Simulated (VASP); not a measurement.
A run of VASP 6.6.1 is set up as follows.

File INCAR:

```
SYSTEM = Sn
PREC     = Accurate       ! precision mode
ENCUT    = 520            ! plane-wave cutoff, eV
EDIFF    = 1E-6           ! SCF threshold, eV
ISMEAR   = -1             ! smearing method
SIGMA    = 0.1            ! smearing width, eV
LREAL    = .False.        ! projectors in reciprocal space
LASPH    = .True.         ! aspherical terms in the spheres
NELM     = 60             ! most SCF steps
ALGO     = Normal         ! electronic algorithm
ISIF     = 2              ! what is computed and relaxed
LWAVE    = .False.        ! write WAVECAR
LCHARG   = .False.        ! write CHGCAR
GGA      = CA             ! functional
NBANDS   = 13             ! bands
```

File KPOINTS:

```
regular mesh
0
Gamma
  13 13 13
  0 0 0
```

Contents of POSCAR:

```
Sn
1.0
   -1.9003258320      1.9003258320      1.9003258320
    1.9003258320     -1.9003258320      1.9003258320
    1.9003258320      1.9003258320     -1.9003258320
Sn
1
Direct
    0.0000000000      0.0000000000      0.0000000000
```

Potentials or basis: VASP PAW LDA potentials, release 64 (Sn_d).

The run is started by

```console
$ cat potpaw_LDA.64/Sn_d/POTCAR > POTCAR
$ mpirun -np 1 vasp_std > vasp.out
```

Predict the band gap on the k mesh.

zero (band 7 reaches 15.44 eV, above the bottom of band 8 at 5.41 eV).

Predict the pressure.

-3.6 GPa.

Caveat: spin-orbit coupling is left out, which moves the levels of the heavy elements.
